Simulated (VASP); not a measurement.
# KCl in VASP: notebook, part 2 of 3

VASP 6.6.1. The steps go on from the part before.

## Step 3: Electric field gradients, LDA (equal xy, yz and zx shear strains of +2 %)

The input, INCAR:

```
PREC = Accurate ; ENCUT = 520
EDIFF = 1E-8 ; ISMEAR = -1
SIGMA = 0.03 ; LREAL = F
LASPH = T ; NELM = 100
ALGO = Normal ; ISIF = 2
LWAVE = F ; LCHARG = F
LEFG = T ; NBANDS = 15
```

The input, KPOINTS:

```
regular mesh
0
Gamma
  7 7 7
```

The input, POSCAR:

```
KCl
1.0
    0.0631220000      3.1876610000      3.1876610000
    3.1876610000      0.0631220000      3.1876610000
    3.1876610000      3.1876610000      0.0631220000
K Cl
1 1
Direct
    0.0000000000      0.0000000000      0.0000000000
    0.5000000000      0.5000000000      0.5000000000
```

Potentials or basis: VASP PAW LDA potentials, release 64 (K_sv, Cl).

Command:

```
$ cat potpaw_LDA.64/K_sv/POTCAR potpaw_LDA.64/Cl/POTCAR > POTCAR
$ mpirun -np 1 vasp_std > vasp.out
```

OUTCAR:

```text
PREC = Accurate
   ENCUT = 520
   EDIFF = 1E-8
   ISMEAR = -1
   LREAL = F
   LASPH = T
   NELM = 100
   ISIF = 2

 ion  position               nearest neighbor table
   1  0.000  0.000  0.000-   2 3.16   2 3.16   2 3.16   2 3.16   2 3.16   2 3.16
   2  0.500  0.500  0.500-   1 3.16   1 3.16   1 3.16   1 3.16   1 3.16   1 3.16

  LATTYP: Found a trigonal (rhomboedric) cell.
 ALAT       =     4.5084753175
 COS(alpha) =     0.5197000882

  Lattice vectors:

 A1 = (   0.0631220000,   3.1876610000,   3.1876610000)
 A2 = (   3.1876610000,   0.0631220000,   3.1876610000)
 A3 = (   3.1876610000,   3.1876610000,   0.0631220000)

Analysis of symmetry for initial positions (statically):
=====================================================================
 Subroutine PRICEL returns:
 Original cell was already a primitive cell.

 Routine SETGRP: Setting up the symmetry group for a
 trigonal (rhombohedral) supercell.

 Subroutine GETGRP returns: Found 12 space group operations
 (whereof 12 operations were pure point group operations)
 out of a pool of 12 trial point group operations.

The static configuration has the point symmetry D_3d.

Analysis of symmetry for dynamics (positions and initial velocities):
=====================================================================
 Subroutine PRICEL returns:
 Original cell was already a primitive cell.

 Routine SETGRP: Setting up the symmetry group for a
 trigonal (rhombohedral) supercell.

 Subroutine GETGRP returns: Found 12 space group operations
 (whereof 12 operations were pure point group operations)
 out of a pool of 12 trial point group operations.

The dynamic configuration has the point symmetry D_3d.

 Subroutine INISYM returns: Found 12 space group operations
 (whereof 12 operations are pure point group operations),
 and found     1 'primitive' translations

----------------------------------------------------------------------------------------

                                     Primitive cell

  volume of cell :      62.8569

  direct lattice vectors                    reciprocal lattice vectors
     0.063122000  3.187661000  3.187661000    -0.161592466  0.158454748  0.158454748
     3.187661000  0.063122000  3.187661000     0.158454748 -0.161592466  0.158454748
     3.187661000  3.187661000  0.063122000     0.158454748  0.158454748 -0.161592466

  length of vectors
     4.508475318  4.508475318  4.508475318     0.276275115  0.276275115  0.276275115

  position of ions in fractional coordinates (direct lattice)
     0.000000000  0.000000000  0.000000000
     0.500000000  0.500000000  0.500000000

  ion indices of the primitive-cell ions
   primitive index   ion index
                 1           1
                 2           2

----------------------------------------------------------------------------------------

 KPOINTS: regular mesh

Automatic generation of k-mesh.
[... 78 lines left out ...]
   NUPDOWN=      -1.0000    fix difference up-down
   EMIN   =  10.00;   EMAX   =-10.00  energy-range for DOS
   EFERMI =   0.00;   METHOD = LEGACY
   ISMEAR =    -1;   SIGMA  =   0.03  broadening in eV -4-tet -1-fermi 0-gaus
   EFERMI_NEDOS =   21; number of points for ismear=-14 and -15
   IALGO  =     38    algorithm
   IMIX   =      4    mixing-type and parameters
     AMIX     =   0.40;   BMIX     =  1.00
     AMIX_MAG =   1.60;   BMIX_MAG =  1.00
  volume/ion in A,a.u.               =      31.43       212.09
  Fermi-wavevector in a.u.,A,eV,Ry     =   1.037522  1.960632 14.646011  1.076451
  Thomas-Fermi vector in A             =   2.171963
   LORBIT       =      0    0 simple, 1 ext, 2 COOP (PROOUT), +10 PAW based schemes
   GGA     = CA    functional components
   LHFCALC =     F    Hartree Fock is set to
   AEXX    =    0.0000 exact exchange contribution
   IVDW    =     0    specifies the selected vdW correction
   LEPSILON=     F    determine dielectric tensor
   LRPA    =     F    only Hartree local field effects (RPA)
 non-spin polarized calculation
  energy-cutoff  :      520.00
  volume of cell :       62.86
 maximum number of plane-waves:      1709
 NGX is ok and might be reduce to    36
   NGX = 17   NGY = 17   NGZ = 17

 number of electron      16.0000000 magnetization

 Free energy of the ion-electron system (eV)
  ---------------------------------------------------
  ext. energy  EPLUGINS =         0.00000000
  ---------------------------------------------------
  free energy    TOTEN  =        -7.36134008 eV

  energy without entropy =       -7.36134008  energy(sigma->0) =       -7.36134008

 E-fermi :  -1.3865     XC(G=0):  -8.0741

 val. band max:       -2.0963447886   @ k =   0.0000   0.0000   0.0000
 cond. band min:       2.5978246620   @ k =   0.0000   0.0000   0.0000
 fundamental gap:      4.6941694506
 Fermi energy:        -1.3865260263

 k-point     1 :       0.0000    0.0000    0.0000
  band No.  band energies     occupation
      1     -28.9734      2.00000
      2     -14.1329      2.00000
      3     -12.6708      2.00000
      4     -12.6708      2.00000
      5     -12.6707      2.00000
      6      -2.1556      2.00000
      7      -2.0963      2.00000
      8      -2.0963      2.00000
      9       2.5978      0.00000
     10       5.8014      0.00000
     11       6.0466      0.00000
     12       6.0466      0.00000
     13       6.8952      0.00000
     14       6.8952      0.00000
[... 401 lines left out ...]
      2     -14.2164      2.00000
      3     -12.7226      2.00000
      4     -12.6935      2.00000
      5     -12.5416      2.00000
      6      -2.9045      2.00000
      7      -2.3914      2.00000
      8      -2.3600      2.00000
      9       4.7822      0.00000
     10       5.0840      0.00000
     11       7.6307      0.00000
     12       7.6940      0.00000
     13       7.9434      0.00000
     14       8.4227      0.00000
     15       9.6623      0.00000

 [... further k-points ...]
[... 5 lines left out ...]
  --------------------------------------------------------------------------------------
  -------------------------------------------------------------------------------------
  Total       -0.8035998     -0.8035998     -0.8035998     -0.0600183     -0.0600183     -0.0600183
  in kB      -20.4831888    -20.4831888    -20.4831888     -1.5298233     -1.5298233     -1.5298233
  external PRESSURE =     -20.4831888 kB  Pullay stress =       0.0000000 kB

 VOLUME and BASIS-vectors are now :
 -----------------------------------------------------------------------------
  energy-cutoff  :      520.00
  volume of cell :       62.86
      direct lattice vectors                 reciprocal lattice vectors
     0.063122000  3.187661000  3.187661000    -0.161592466  0.158454748  0.158454748
     3.187661000  0.063122000  3.187661000     0.158454748 -0.161592466  0.158454748
     3.187661000  3.187661000  0.063122000     0.158454748  0.158454748 -0.161592466

 POSITION                                       TOTAL-FORCE (eV/Angst)
 -----------------------------------------------------------------------------------
      0.00000      0.00000      0.00000         0.000000     -0.000000     -0.000000
      3.21922      3.21922      3.21922        -0.000000      0.000000      0.000000
 -----------------------------------------------------------------------------------
    total drift:                                0.000000      0.000000      0.000000

  FREE ENERGIE OF THE ION-ELECTRON SYSTEM (eV)
  ---------------------------------------------------
  free  energy   TOTEN  =        -7.3613400792 eV

  energy  without entropy=       -7.3613400792  energy(sigma->0) =       -7.36134008

 Electric field gradients (V/A^2)
---------------------------------------------------------------------
 ion       V_xx      V_yy      V_zz      V_xy      V_xz      V_yz
---------------------------------------------------------------------
   1      -0.000    -0.000    -0.000    -1.108    -1.108    -1.108
   2      -0.000    -0.000    -0.000     1.487     1.487     1.487
---------------------------------------------------------------------

 Electric field gradients after diagonalization (V/A^2)
 (convention: |V_zz| > |V_xx| > |V_yy|)
----------------------------------------------------------------------
 ion       V_xx      V_yy      V_zz     asymmetry (V_yy - V_xx)/ V_zz
----------------------------------------------------------------------
   1       1.108     1.108    -2.215       0.000
   2      -1.487    -1.487     2.975       0.000
----------------------------------------------------------------------

           NMR quadrupolar parameters

 Cq : quadrupolar parameter    Cq=e*Q*V_zz/h
 eta: asymmetry parameters     (V_yy - V_xx)/ V_zz
 Q  : nuclear electric quadrupole moment in mb (millibarn)
----------------------------------------------------------------------
 ion       Cq(MHz)       eta       Q (mb)
----------------------------------------------------------------------
   1      -0.005       0.000       1.000
   2       0.007       0.000       1.000
----------------------------------------------------------------------
```

stdout:

```text
POSCAR found type information on POSCAR K Cl
 POSCAR found :  2 types and       2 ions
 scaLAPACK will be used
 LDA part: xc-table for (Slater(with rela. corr.)+CA(PZ))
 , standard interpolation
 POSCAR, INCAR and KPOINTS ok, starting setup
 FFT: planning ... GRIDC
 FFT: planning ... GRID_SOFT
 FFT: planning ... GRID
 WAVECAR not read
 entering main loop
ion   1

ion   2
```

Wall time 68 s (1 thread of Intel Xeon 8259CL, shared host); peak memory 0.19 GiB.

What came out:

```yaml
Free_energy: -7.3613 eV
Pressure: -2.0 GPa
Band_gap_on_the_k_mesh: 4.69 eV
Largest_electric_field_gradient_by_atom: K -2.2; Cl +3.0 V/Å²
```

Stress tensor (GPa, compression positive):
```
-2.05 -0.15 -0.15
-0.15 -2.05 -0.15
-0.15 -0.15 -2.05
```

Electric field gradients, principal values (V/Å²):
```
atom   least  middle  greatest (by size)
 1 K   1.108   1.108              -2.215
2 Cl  -1.487  -1.487               2.975
```

Caveat: the cell differs from its parent crystal (equal xy, yz and zx shear strains of +2 %); without QUAD_EFG the Cq values of the log hold for a quadrupole moment of 1 mb, not for the nuclei; an odd mesh through Γ misses points on the zone boundary, where band edges can lie.

## Step 4: Electric field gradients, LDA (29.55 Å³/atom)

This run uses another cell than the first one, of 29.55 Å³/atom.

The input, INCAR:

```
SYSTEM = KCl
ALGO     = Normal         ! electronic algorithm
EDIFF    = 1E-8           ! SCF threshold, eV
ENCUT    = 520            ! plane-wave cutoff, eV
GGA      = CA             ! functional
ISIF     = 2              ! what is computed and relaxed
ISMEAR   = -1             ! smearing method
LASPH    = .True.         ! aspherical terms in the spheres
LCHARG   = .False.        ! write CHGCAR
LEFG     = .True.       
LREAL    = .False.        ! projectors in reciprocal space
LWAVE    = .False.        ! write WAVECAR
NBANDS   = 15             ! bands
NELM     = 100            ! most SCF steps
PREC     = Accurate       ! precision mode
SIGMA    = 0.03           ! smearing width, eV
```

The input, KPOINTS:

```
k-points
0
Gamma
  7 7 7
  0 0 0
```

The input, POSCAR:

```
KCl
1.0
    0.0000000000      3.0916717177      3.0916717177
    3.0916717177      0.0000000000      3.0916717177
    3.0916717177      3.0916717177      0.0000000000
K Cl
1 1
Direct
    0.0000000000      0.0000000000      0.0000000000
    0.5000000000      0.5000000000      0.5000000000
```

Potentials or basis: VASP PAW LDA potentials, release 64 (K_sv, Cl).

Command:

```
$ cat potpaw_LDA.64/K_sv/POTCAR potpaw_LDA.64/Cl/POTCAR > POTCAR
$ mpirun -np 1 vasp_std > vasp.out
```

OUTCAR:

```text
SYSTEM = KCl
   EDIFF = 1E-8
   ENCUT = 520
   GGA = CA
   ISIF = 2
   ISMEAR = -1
   LASPH = .True.
   LREAL = .False.
   NELM = 100
   PREC = Accurate

 ion  position               nearest neighbor table
   1  0.000  0.000  0.000-   2 3.09   2 3.09   2 3.09   2 3.09   2 3.09   2 3.09
   2  0.500  0.500  0.500-   1 3.09   1 3.09   1 3.09   1 3.09   1 3.09   1 3.09

  LATTYP: Found a face centered cubic cell.
 ALAT       =     6.1833434354

  Lattice vectors:

 A1 = (   0.0000000000,   3.0916717177,   3.0916717177)
 A2 = (   3.0916717177,   0.0000000000,   3.0916717177)
 A3 = (   3.0916717177,   3.0916717177,   0.0000000000)

Analysis of symmetry for initial positions (statically):
=====================================================================
 Subroutine PRICEL returns:
 Original cell was already a primitive cell.

 Routine SETGRP: Setting up the symmetry group for a
 face centered cubic supercell.

[... 542 lines left out ...]
      direct lattice vectors                 reciprocal lattice vectors
     0.000000000  3.091671718  3.091671718    -0.161724803  0.161724803  0.161724803
     3.091671718  0.000000000  3.091671718     0.161724803 -0.161724803  0.161724803
     3.091671718  3.091671718  0.000000000     0.161724803  0.161724803 -0.161724803

 POSITION                                       TOTAL-FORCE (eV/Angst)
 -----------------------------------------------------------------------------------
      0.00000      0.00000      0.00000        -0.000000      0.000000     -0.000000
      3.09167      3.09167      3.09167         0.000000     -0.000000      0.000000
 -----------------------------------------------------------------------------------
    total drift:                                0.000000      0.000000      0.000000

  FREE ENERGIE OF THE ION-ELECTRON SYSTEM (eV)
  ---------------------------------------------------
  free  energy   TOTEN  =        -7.3990597466 eV

  energy  without entropy=       -7.3990597466  energy(sigma->0) =       -7.39905975

 Electric field gradients (V/A^2)
---------------------------------------------------------------------
 ion       V_xx      V_yy      V_zz      V_xy      V_xz      V_yz
---------------------------------------------------------------------
   1       0.000    -0.000     0.000     0.000     0.000     0.000
   2       0.000     0.000    -0.000    -0.001    -0.001    -0.001
---------------------------------------------------------------------

 Electric field gradients after diagonalization (V/A^2)
 (convention: |V_zz| > |V_xx| > |V_yy|)
----------------------------------------------------------------------
 ion       V_xx      V_yy      V_zz     asymmetry (V_yy - V_xx)/ V_zz
----------------------------------------------------------------------
   1      -0.000    -0.000     0.000       0.000
   2       0.001     0.001    -0.002       0.000
----------------------------------------------------------------------

           NMR quadrupolar parameters

 Cq : quadrupolar parameter    Cq=e*Q*V_zz/h
 eta: asymmetry parameters     (V_yy - V_xx)/ V_zz
 Q  : nuclear electric quadrupole moment in mb (millibarn)
----------------------------------------------------------------------
 ion       Cq(MHz)       eta       Q (mb)
----------------------------------------------------------------------
   1       0.000       0.000       1.000
   2      -0.000       0.000       1.000
----------------------------------------------------------------------
```

It took 41 s on 1 thread of AMD EPYC 7R13, shared host; peak memory 0.14 GiB.

What came out:

```yaml
Free_energy: -7.3991 eV
Pressure: -1.1 GPa
Band_gap_on_the_k_mesh: 4.93 eV
Largest_electric_field_gradient_by_atom: zero within the noise of the run
```

(Continued in part 3 of 3.)
